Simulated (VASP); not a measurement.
Set up this calculation in VASP 6.6.1, as the native input.

- Task: single point
- Functional: r2SCAN
- Potentials or basis: VASP PAW PBE potentials, release 64 (C)
- Cutoff: 520 eV
- k mesh: 18 × 18 × 2
- Occupations: gaussian, width 0.01 eV
- Spin: no spin polarisation
- Dipole correction: no
- Further INCAR settings: ALGO = Normal; EDIFF = 1e-06; NBANDS = 36

The system is C.

```
C
1.0
     2.45573    0.00000    0.00000
    -1.22786    2.12672    0.00000
     0.00000    0.00000   21.51844
C
12
Direct
  0.00000 0.00000 0.91898
  0.33333 0.66667 0.91898
  0.00000 0.00000 0.74769
  0.33333 0.66667 0.74769
  0.66667 0.33333 0.25231
  0.00000 0.00000 0.25231
  0.66667 0.33333 0.08102
  0.00000 0.00000 0.08102
  0.33333 0.66667 0.58565
  0.66667 0.33333 0.58564
  0.33333 0.66667 0.41436
  0.66667 0.33333 0.41435
```

This cell differs from its parent crystal: strain along c alone, the other axes held: -1.0 %, then relaxed in part.

One way to write it, as run:

POSCAR

```
C
1.0
    2.4557290956      0.0000000000      0.0000000000
   -1.2278645478      2.1267237816      0.0000000000
    0.0000000000      0.0000000000     21.5184416375
C
12
Direct
    0.0000000000      0.0000000000      0.9189791268
    0.3333333333      0.6666666667      0.9189758239
    0.0000000000      0.0000000000      0.7476908428
    0.3333333333      0.6666666667      0.7476875399
    0.6666666667      0.3333333333      0.2523124601
    0.0000000000      0.0000000000      0.2523091572
    0.6666666667      0.3333333333      0.0810241761
    0.0000000000      0.0000000000      0.0810208732
    0.3333333333      0.6666666667      0.5856457935
    0.6666666667      0.3333333333      0.5856424905
    0.3333333333      0.6666666667      0.4143575095
    0.6666666667      0.3333333333      0.4143542065
```

INCAR.step1

```
PREC = Accurate
ENCUT = 520
ISMEAR = 0
SIGMA = 0.01
LREAL = False
LASPH = True
NELM = 80
NBANDS = 36
GGA = PE
ALGO = Normal
EDIFF = 1E-4
LWAVE = True
LCHARG = False
```

INCAR.step2

```
PREC = Accurate
ENCUT = 520
EDIFF = 1E-6
ISMEAR = 0
SIGMA = 0.01
LREAL = False
LASPH = True
NELM = 80
ALGO = Normal
ISIF = 2
LWAVE = False
LCHARG = False
METAGGA = R2SCAN
LMIXTAU = True
NBANDS = 36
ISTART = 1
```

KPOINTS

```
Automatic mesh
0
Gamma
  18 18 2
```

Potentials or basis: VASP PAW PBE potentials, release 64 (C).

Run with:

```console
$ cat potpaw_PBE.64/C/POTCAR > POTCAR
$ cp INCAR.step1 INCAR
$ mpirun -np 1 vasp_std > vasp.out
$ cp INCAR.step2 INCAR
$ mpirun -np 1 vasp_std > vasp.out
```

Results of the run:

```json
{
 "Pressure": "0.7 GPa"
}
```

Caveat: the cell differs from its parent crystal (strain along c alone, the other axes held: -1.0 %, then relaxed in part); the PAW data sets were made with another functional, which shifts forces and pressure a little.

Run time: 11 min on 1 thread of Intel(R) Xeon(R) 6975P-C (Granite Rapids) (shared host), peak memory 0.34 GiB.
